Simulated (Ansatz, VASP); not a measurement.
**One calculation of C, two programs**

File INCAR:

```
PREC     = Accurate       # precision mode
ENCUT    = 600            # plane-wave cutoff, eV
EDIFF    = 1E-6           # SCF threshold, eV
ISMEAR   = -1             # smearing method
SIGMA    = 0.1            # smearing width, eV
LREAL    = F              # projectors in reciprocal space
LASPH    = T              # aspherical terms in the spheres
NELM     = 120            # most SCF steps
ALGO     = Normal         # electronic algorithm
ISIF     = 2              # what is computed and relaxed
LWAVE    = F              # write WAVECAR
LCHARG   = F              # write CHGCAR
GGA      = PS             # functional
NBANDS   = 11             # bands
GGA_COMPAT= F
```

KPOINTS

```
regular mesh
0
Gamma
  5 5 5
```

The input POSCAR:

```
C
1.0
    0.0000000000      1.7833700000      1.7833700000
    1.7833700000      0.0000000000      1.7833700000
    1.7833700000      1.7833700000      0.0000000000
C
2
Direct
    0.0181455370     -0.0109258395      0.0039970172
    0.2318544630      0.2609258395      0.2460029828
```

Input for Ansatz:

```yaml
crystal:
  lattice:
    - [0.0, 1.78337, 1.78337]
    - [1.78337, 0.0, 1.78337]
    - [1.78337, 1.78337, 0.0]
  atoms:
    - { symbol: C, position: [0.018145537005592963, -0.010925839506147823, 0.00399701719359762] }
    - { symbol: C, position: [0.23185446299440698, 0.2609258395061479, 0.24600298280640231] }
kpoints:
  mp_grid:
    grid: [5, 5, 5]
hamiltonian:
  xc: pbesol
scf:
  occupations:
    method: fermi_dirac
output:
  forces: true
```

Alike in both runs: task single point; functional PBEsol; k mesh 5 × 5 × 5; no spin polarisation.

|  | VASP | Ansatz |
| --- | --- | --- |
| version | VASP 6.6.1 | Ansatz 0.2.0 |
| potentials or method | VASP PAW PBE potentials, release 64 (C) | plane waves, PAW |
| plane-wave cutoff (eV) | 600 | 420 |
| occupations | fermi-dirac, width 0.1 eV | fermi-dirac |
| valence electrons in the cell | 8 | 8 |

VASP gave:

```
rms of the force components (eV/Å) : 1.749
```

Question: Which values does Ansatz return?

Answer: rms of the force components (eV/Å): 1.739.

VASP's potentials were made for PBE, not for PBEsol. Atom by atom the forces differ by 0.010 eV/Å (rms over components).

The k mesh is coarse, so the values compare programs but aren't converged.
